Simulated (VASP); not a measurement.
Set up this calculation in VASP 6.6.1, as the native input.

- Task: single point
- Functional: r2SCAN50
- Potentials or basis: VASP PAW PBE potentials, release 64 (Co, Si)
- Cutoff: 520 eV
- k mesh: 5 × 5 × 5
- Occupations: fermi-dirac, width 0.05 eV
- Spin: collinear spin, ferromagnetic start
- Starting moments: [2.0, 0.0] μB
- Dipole correction: no
- Grid for exact exchange (PRECFOCK): Normal
- Further INCAR settings: ALGO = Normal; EDIFF = 1e-06; NBANDS = 18
- Share of exact exchange: 0.5

CoSi:

```
CELL_PARAMETERS angstrom
2.78133 0.00000 0.00000
0.00000 2.78133 0.00000
0.00000 0.00000 2.78133
ATOMIC_POSITIONS crystal
Co 0.00000 0.00000 0.00000
Si 0.50000 0.50000 0.50000
```

The input as run:

POSCAR

```
CoSi
1.0
    2.7813340000      0.0000000000      0.0000000000
    0.0000000000      2.7813340000      0.0000000000
    0.0000000000      0.0000000000      2.7813340000
Co Si
1 1
Direct
    0.0000000000      0.0000000000      0.0000000000
    0.5000000000      0.5000000000      0.5000000000
```

INCAR.step1

```
SYSTEM = CoSi
PREC = Accurate
ENCUT = 520
EDIFF = 1E-5
ISMEAR = -1
SIGMA = 0.05
LREAL = .FALSE.
LASPH = .TRUE.
NELM = 150
ALGO = Normal
ISIF = 2
LWAVE = .TRUE.
LCHARG = .FALSE.
ISPIN = 2
MAGMOM = 2 0
LORBIT = 11
LMAXMIX = 4
GGA = PE
NBANDS = 18
```

INCAR.step2

```
SYSTEM = CoSi
PREC = Accurate
ENCUT = 520
EDIFF = 1E-6
ISMEAR = -1
SIGMA = 0.05
LREAL = .FALSE.
LASPH = .TRUE.
NELM = 150
ALGO = Normal
ISIF = 2
LWAVE = .FALSE.
LCHARG = .FALSE.
ISPIN = 2
MAGMOM = 2 0
LORBIT = 11
LMAXMIX = 4
METAGGA = R2SCAN
LHFCALC = .TRUE.
AEXX = 0.5
LMIXTAU = .TRUE.
PRECFOCK = Normal
ISTART = 1
NBANDS = 18
```

KPOINTS

```
Automatic mesh
0
G
  5 5 5
  0 0 0
```

Potentials or basis: VASP PAW PBE potentials, release 64 (Co, Si).

The run is started by

```sh
$ cat potpaw_PBE.64/Co/POTCAR potpaw_PBE.64/Si/POTCAR > POTCAR
$ cp INCAR.step1 INCAR
$ mpirun -np 1 vasp_std > vasp.out
$ cp INCAR.step2 INCAR
$ mpirun -np 1 vasp_std > vasp.out
```

Results of the run:

- Pressure: -8.6 GPa
- Net moment: 0.87 μB per cell
- Site moments: Co +1.16; Si -0.00 μB
- Valence electrons inside the program's atomic spheres: Co 8.69; Si 1.59

Caveat: the k points lie up to 0.45 Å⁻¹ apart; the PAW data sets were made with another functional, which shifts forces and pressure a little.

It took 42 min on 1 thread of Oxide Virtual Turin-like Processor (shared host), peak memory 0.13 GiB.
